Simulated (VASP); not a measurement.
Here is a VASP 6.6.1 calculation.

The input INCAR:

```
PREC     = Accurate       # precision mode
ENCUT    = 520            # plane-wave cutoff, eV
EDIFF    = 1E-6           # SCF threshold, eV
ISMEAR   = 0              # smearing method
SIGMA    = 0.1            # smearing width, eV
LREAL    = False          # projectors in reciprocal space
LASPH    = True           # aspherical terms in the spheres
NELM     = 100            # most SCF steps
ALGO     = Normal         # electronic algorithm
ISIF     = 2              # what is computed and relaxed
LWAVE    = False          # write WAVECAR
LCHARG   = False          # write CHGCAR
GGA      = PE             # functional
NBANDS   = 12             # bands
```

KPOINTS

```
Automatic mesh
0
Gamma
  8 8 8
```

Contents of POSCAR:

```
Ag
1.0
   -1.6556540000      1.6556540000      1.6556540000
    1.6556540000     -1.6556540000      1.6556540000
    1.6556540000      1.6556540000     -1.6556540000
Ag
1
Direct
    0.0000000000      0.0000000000      0.0000000000
```

Potentials or basis: VASP PAW PBE potentials, release 64 (Ag).

Run with:

```console
$ cat potpaw_PBE.64/Ag/POTCAR > POTCAR
$ mpirun -np 1 vasp_std > vasp.out
```

Question: Predict the pressure.

Answer: -0.9 GPa.

Question: Predict the band gap on the k mesh.

Answer: Zero (an odd number of electrons rules out a gap without spin polarisation).
